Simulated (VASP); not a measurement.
## Ti3SiN4: single point with PBE

Ti3SiN4, a slab with vacuum:

```xyz
8
Lattice="3.0029 0.0000 0.0000 -1.5014 2.6005 0.0000 0.0000 0.0000 22.6234" Properties=species:S:1:pos:R:3 pbc="T T T"
N     0.0000    1.7337    4.0000
N     0.0000    0.0000    6.4518
N     1.5014    0.8668    8.8166
N     0.0000    1.7337   11.1234
Ti    1.5014    0.8668    5.2259
Ti    0.0000    1.7337    7.6957
Ti    0.0000    0.0000   10.3505
Si    0.0000    2.6005   12.8942
```

```
Program             : VASP 6.6.1
Task                : single point
Functional          : PBE
Potentials or basis : VASP PAW PBE potentials, release 64 (N, Ti_sv, Si)
Cutoff              : 520 eV
k mesh              : 9 × 9 × 1
Occupations         : gaussian, width 0.1 eV
Spin                : no spin polarisation
```

```yaml
Largest_force: 5.600 eV/Å
Band_gap_on_the_k_mesh: zero (bands 30 and 31 overlap by 0.85 eV)
```

Forces on the atoms (eV/Å):
```
N    0.000 -0.003  4.324
N    0.000  0.001  1.205
N    0.000  0.071  1.339
N    0.000  1.140  2.660
Ti   0.000 -0.002 -5.600
Ti   0.000 -0.018 -0.311
Ti   0.000  0.007 -3.616
Si   0.000 -1.197 -0.001
```

Levels at points of the mesh, in eV from the Fermi level:
| k point | band 28 | band 29 | band 30 | band 31 | band 32 | band 33 |
| --- | --- | --- | --- | --- | --- | --- |
| (0.00, 0.00, 0.00) | 0.03 | 0.03 | 0.22 | 0.25 | 0.73 | 0.85 |

It took 3.1 min on 1 thread of Intel(R) Xeon(R) 6975P-C (Granite Rapids), on a shared host, peak memory 0.38 GiB.
